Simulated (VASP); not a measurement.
# Al2Au (Fm-3m) in VASP: a series of runs

Al2Au is run at these levels: RPBE, revPBE, PBEsol; tasks: relaxation of cell and atoms, single point.

Everything below comes from runs of VASP 6.6.1. Logs are shortened: lines on timing, memory, paths and dates and some standing lists are left out, and cuts for length are marked.

### Step 1. The cell of the first run

It takes space group Fm-3m (No. 225, cubic). Conventional cell: a = 6.000 Å, b = 6.000 Å, c = 6.000 Å, α = 90.00°, β = 90.00°, γ = 90.00°. Within 3.4 Å of Au (site symmetry m-3m) lie 8 Al at 2.60 Å. Within 3.4 Å of Al (site symmetry -43m) lie 4 Au at 2.60 Å and 6 Al at 3.00 Å.

### Step 2. Relaxation of cell and atoms, RPBE

INCAR

```
SYSTEM = Al2Au
  PREC = Accurate
  ENCUT = 600
  EDIFF = 1E-6
  ISMEAR = -1
  SIGMA = 0.05
  LREAL = .FALSE.
  LASPH = .TRUE.
  NELM = 80
  ALGO = Normal
  ISIF = 3
  LWAVE = .FALSE.
  LCHARG = .FALSE.
  GGA = RP
  IBRION = 2
  NSW = 60
  EDIFFG = -0.01
```

KPOINTS

```
regular mesh
0
G
  8 8 8
  0 0 0
```

POSCAR

```
Al2Au
1.0
    0.0000000000      3.0000000000      3.0000000000
    3.0000000000      0.0000000000      3.0000000000
    3.0000000000      3.0000000000      0.0000000000
Au Al
1 2
Direct
    0.0000000000      0.0000000000      0.0000000000
    0.7500000000      0.7500000000      0.7500000000
    0.2500000000      0.2500000000      0.2500000000
```

Potentials or basis: VASP PAW PBE potentials, release 64 (Au, Al).

On the command line:

```
> cat potpaw_PBE.64/Au/POTCAR potpaw_PBE.64/Al/POTCAR > POTCAR
> mpirun -np 1 vasp_std > vasp.out
```

OUTCAR:

```text
SYSTEM = Al2Au
   PREC = Accurate
   ENCUT = 600
   EDIFF = 1E-6
   ISMEAR = -1
   LREAL = .FALSE.
   LASPH = .TRUE.
   NELM = 80
   ISIF = 3
   GGA = RP
   IBRION = 2
   NSW = 60
   EDIFFG = -0.01

 ion  position               nearest neighbor table
   1  0.000  0.000  0.000-   2 2.60   2 2.60   2 2.60   2 2.60   3 2.60   3 2.60   3 2.60   3 2.60

   2  0.750  0.750  0.750-   1 2.60   1 2.60   1 2.60   1 2.60   3 3.00   3 3.00   3 3.00   3 3.00
                             3 3.00   3 3.00
   3  0.250  0.250  0.250-   1 2.60   1 2.60   1 2.60   1 2.60   2 3.00   2 3.00   2 3.00   2 3.00
                             2 3.00   2 3.00

  LATTYP: Found a face centered cubic cell.
 ALAT       =     6.0000000000

  Lattice vectors:

 A1 = (   0.0000000000,   3.0000000000,   3.0000000000)
 A2 = (   3.0000000000,   0.0000000000,   3.0000000000)
 A3 = (   3.0000000000,   3.0000000000,   0.0000000000)

Analysis of symmetry for initial positions (statically):
=====================================================================
 Subroutine PRICEL returns:
 Original cell was already a primitive cell.

 Routine SETGRP: Setting up the symmetry group for a
 face centered cubic supercell.

 Subroutine GETGRP returns: Found 48 space group operations
 (whereof 48 operations were pure point group operations)
 out of a pool of 48 trial point group operations.

The static configuration has the point symmetry O_h .

Analysis of symmetry for dynamics (positions and initial velocities):
=====================================================================
 Subroutine PRICEL returns:
 Original cell was already a primitive cell.

 Routine SETGRP: Setting up the symmetry group for a
 face centered cubic supercell.

 Subroutine GETGRP returns: Found 48 space group operations
 (whereof 48 operations were pure point group operations)
 out of a pool of 48 trial point group operations.

The dynamic configuration has the point symmetry O_h .

 Subroutine INISYM returns: Found 48 space group operations
 (whereof 48 operations are pure point group operations),
 and found     1 'primitive' translations

----------------------------------------------------------------------------------------

                                     Primitive cell

  volume of cell :      54.0000

  direct lattice vectors                    reciprocal lattice vectors
     0.000000000  3.000000000  3.000000000    -0.166666667  0.166666667  0.166666667
     3.000000000  0.000000000  3.000000000     0.166666667 -0.166666667  0.166666667
     3.000000000  3.000000000  0.000000000     0.166666667  0.166666667 -0.166666667

  length of vectors
     4.242640687  4.242640687  4.242640687     0.288675135  0.288675135  0.288675135

  position of ions in fractional coordinates (direct lattice)
     0.000000000  0.000000000  0.000000000
     0.750000000  0.750000000  0.750000000
     0.250000000  0.250000000  0.250000000

  ion indices of the primitive-cell ions
   primitive index   ion index
                 1           1
                 2           2
                 3           3

----------------------------------------------------------------------------------------

 KPOINTS: regular mesh

Automatic generation of k-mesh.
 Grid dimensions read from file:
 generate k-points for:    8    8    8

 Generating k-lattice:

  Cartesian coordinates                     Fractional coordinates (reciprocal lattice)
    -0.020833333  0.020833333  0.020833333     0.125000000  0.000000000  0.000000000
     0.020833333 -0.020833333  0.020833333     0.000000000  0.125000000  0.000000000
     0.020833333  0.020833333 -0.020833333     0.000000000  0.000000000  0.125000000

  Length of vectors
     0.036084392  0.036084392  0.036084392

  Shift w.r.t. Gamma in fractional coordinates (k-lattice)
     0.000000000  0.000000000  0.000000000

 Subroutine IBZKPT returns following result:
 ===========================================

 Found     29 irreducible k-points:

 Following reciprocal coordinates:
            Coordinates               Weight
  0.000000  0.000000  0.000000      1.000000
  0.125000  0.000000  0.000000      8.000000
  0.250000  0.000000  0.000000      8.000000
  0.375000  0.000000  0.000000      8.000000
  0.500000  0.000000  0.000000      4.000000
  0.125000  0.125000  0.000000      6.000000
[... 16 lines left out ...]
  0.500000  0.250000  0.125000     48.000000
 -0.375000  0.250000  0.125000     24.000000
 [... further k-points ...]
   k-points           NKPTS =     29   k-points in BZ     NKDIM =     29   number of bands    NBANDS=     12
   number of dos      NEDOS =    301   number of ions     NIONS =      3
   total plane-waves  NPLWV =  46656
   dimension x,y,z NGX =    36 NGY =   36 NGZ =   36
   dimension x,y,z NGXF=    72 NGYF=   72 NGZF=   72
   ions per type =               1   2
   NGX,Y,Z   is equivalent  to a cutoff of  14.11, 14.11, 14.11 a.u.
   NGXF,Y,Z  is equivalent  to a cutoff of  28.21, 28.21, 28.21 a.u.
 SYSTEM =  Al2Au
   PREC   = accura    normal or accurate (medium, high low for compatibility)
   ISTART =      0    job   : 0-new  1-cont  2-samecut
   ICHARG =      2    charge: 1-file 2-atom 10-const
   ISPIN  =      1    spin polarized calculation?
   LNONCOLLINEAR =      F non collinear calculations
   LSORBIT =      F    spin-orbit coupling
   LASPH  =      T    aspherical Exc in radial PAW
   ENCUT  =  600.0 eV  44.10 Ry    6.64 a.u.   8.47  8.47  8.47*2*pi/ulx,y,z
   NELM   =     80;   NELMIN=  2; NELMDL= -5     # of ELM steps
   EDIFF  = 0.1E-05   stopping-criterion for ELM
   LREAL  =      F    real-space projection
   EDIFFG = -.1E-01   stopping-criterion for IOM
   NSW    =     60    number of steps for IOM
   IBRION =      2    ionic relax: 0-MD 1-quasi-New 2-CG
   NFREE  =      1    steps in history (QN), initial steepest desc. (CG)
   ISIF   =      3    stress and relaxation
   ISYM   =      2    0-nonsym 1-usesym 2-fastsym
   POTIM  = 0.5000    time-step for ionic-motion
   TEBEG  =    0.0;   TEEND  =   0.0 temperature during run
   PSTRESS=    0.0 pullay stress
   NELECT =      17.0000    total number of electrons
   NUPDOWN=      -1.0000    fix difference up-down
   EMIN   =  10.00;   EMAX   =-10.00  energy-range for DOS
   EFERMI =   0.00;   METHOD = LEGACY
   ISMEAR =    -1;   SIGMA  =   0.05  broadening in eV -4-tet -1-fermi 0-gaus
   EFERMI_NEDOS =   21; number of points for ismear=-14 and -15
   IALGO  =     38    algorithm
   IMIX   =      4    mixing-type and parameters
     AMIX     =   0.40;   BMIX     =  1.00
     AMIX_MAG =   1.60;   BMIX_MAG =  1.00
  volume/ion in A,a.u.               =      18.00       121.47
  Fermi-wavevector in a.u.,A,eV,Ry     =   1.113679  2.104547 16.875035  1.240280
  Thomas-Fermi vector in A             =   2.250266
   LORBIT       =      0    0 simple, 1 ext, 2 COOP (PROOUT), +10 PAW based schemes
   GGA     = RP    functional components
   LHFCALC =     F    Hartree Fock is set to
   AEXX    =    0.0000 exact exchange contribution
   IVDW    =     0    specifies the selected vdW correction
   LEPSILON=     F    determine dielectric tensor
   LRPA    =     F    only Hartree local field effects (RPA)
 conjugate gradient relaxation of ions
 non-spin polarized calculation
  energy-cutoff  :      600.00
  volume of cell :       54.00
 maximum number of plane-waves:      1826
 NGX is ok and might be reduce to    36
   NGX = 17   NGY = 17   NGZ = 17

--------------------------------------- Ionic step        1  -------------------------------------------

 number of electron      17.0000001 magnetization

 Free energy of the ion-electron system (eV)
  ---------------------------------------------------
  ext. energy  EPLUGINS =         0.00000000
  ---------------------------------------------------
  free energy    TOTEN  =       -10.87655570 eV

  energy without entropy =      -10.86831696  energy(sigma->0) =      -10.87243633

------------------------ aborting loop because EDIFF is reached ----------------------------------------

  FORCE on cell =-STRESS in cart. coord.  units (eV):
  Direction    XX          YY          ZZ          XY          YZ          ZX
  --------------------------------------------------------------------------------------
  -------------------------------------------------------------------------------------
  Total        1.7087474      1.7087474      1.7087474      0.0000000      0.0000000     -0.0000000
  in kB       50.6984521     50.6984521     50.6984521      0.0000000      0.0000000     -0.0000000
  external PRESSURE =      50.6984521 kB  Pullay stress =       0.0000000 kB
[... 59 lines left out ...]
  energy  without entropy=      -10.8842462354  energy(sigma->0) =      -10.88911421

--------------------------------------- Ionic step        3  -------------------------------------------

 number of electron      16.9999999 magnetization

 Free energy of the ion-electron system (eV)
  ---------------------------------------------------
  ext. energy  EPLUGINS =         0.00000000
  ---------------------------------------------------
  free energy    TOTEN  =       -10.91488798 eV

  energy without entropy =      -10.90532553  energy(sigma->0) =      -10.91010675

 E-fermi :   7.3659     XC(G=0): -10.2539

 val. band max:        7.3345905869   @ k =   0.3750   0.1250   0.0000
 cond. band min:       7.3698695014   @ k =   0.3750   0.1250   0.0000
 fundamental gap:      0.0352789144
 Fermi energy:         7.3659436953

 k-point     1 :       0.0000    0.0000    0.0000
  band No.  band energies     occupation
      1      -2.8399      2.00000
      2       1.0078      2.00000
      3       1.0078      2.00000
      4       1.0078      2.00000
      5       1.9108      2.00000
      6       1.9108      2.00000
      7       9.3940      0.00000
      8      10.3065      0.00000
      9      10.3065      0.00000
     10      10.3065      0.00000
     11      11.0769      0.00000
     12      11.0769      0.00000
[... 331 lines left out ...]
 k-point    24 :      -0.3750    0.2500    0.1250
  band No.  band energies     occupation
      1      -0.3382      2.00000
      2       0.7313      2.00000
      3       1.3578      2.00000
      4       1.4563      2.00000
      5       1.8439      2.00000
      6       2.0835      2.00000
      7       2.5902      2.00000
      8       5.3407      2.00000
      9       6.5866      2.00000
     10      10.2377      0.00000
     11      11.0526      0.00000
     12      13.1124      0.00000

 [... further k-points ...]
[... 5 lines left out ...]
  --------------------------------------------------------------------------------------
  -------------------------------------------------------------------------------------
  Total        0.0065849      0.0065849      0.0065849     -0.0000000     -0.0000000     -0.0000000
  in kB        0.1865775      0.1865775      0.1865775     -0.0000000     -0.0000000     -0.0000000
  external PRESSURE =       0.1865775 kB  Pullay stress =       0.0000000 kB
[... 18 lines left out ...]
  FREE ENERGIE OF THE ION-ELECTRON SYSTEM (eV)
  ---------------------------------------------------
  free  energy   TOTEN  =       -10.9148879781 eV

  energy  without entropy=      -10.9053255292  energy(sigma->0) =      -10.91010675

 reached required accuracy - stopping structural energy minimisation
```

It took 88 s on 1 thread of AMD EPYC 7R43 (Zen 3), shared host; peak memory 0.18 GiB.

Results:

| Item | Value |
| --- | --- |
| Free energy | -10.9149 eV |
| Relaxed volume | 18.85 Å³/atom |
| Relaxed cell | a = 4.308 Å, b = 4.308 Å, c = 4.308 Å, α = 60.00°, β = 60.00°, γ = 60.00° |
| Space group after relaxing (to 0.05 Å) | Fm-3m (No. 225) |
| Energy gained by relaxing | 12.8 meV/atom |
| Ionic steps | 3 |
| Pressure after relaxing | 0.0 GPa |

The path:
| step | energy change (eV) | largest force (eV/Å) | pressure (GPa) | volume (Å³) |
| --- | --- | --- | --- | --- |
| 1 | 0.0000 | 0.0000 | 5.07 | 54.00 |
| 2 | -0.0174 | 0.0000 | -3.17 | 58.57 |
| 3 | -0.0383 | 0.0000 | 0.02 | 56.55 |

Final structure:
```xyz
3
Lattice="0.0000 3.0464 3.0464 3.0464 0.0000 3.0464 3.0464 3.0464 0.0000" Properties=species:S:1:pos:R:3 pbc="T T T"
Au    0.0000    0.0000    0.0000
Al    4.5696    4.5696    4.5696
Al    1.5232    1.5232    1.5232
```

Levels at points of the mesh, in eV from the Fermi level:
```tsv
k point	band 7	band 8	band 9	band 10	band 11	band 12
(0.00, 0.00, 0.00)	2.03	2.94	2.94	2.94	3.71	3.71
(0.50, 0.00, 0.00)	-5.28	0.39	0.39	3.26	3.30	3.67
(0.50, 0.50, 0.00)	-4.87	-2.00	-2.00	1.04	2.09	7.58
```

Caveat: the PAW data sets were made with another functional, which shifts forces and pressure a little; spin-orbit coupling is left out, which moves the levels of the heavy elements.

(Continued in part 2 of 3.)
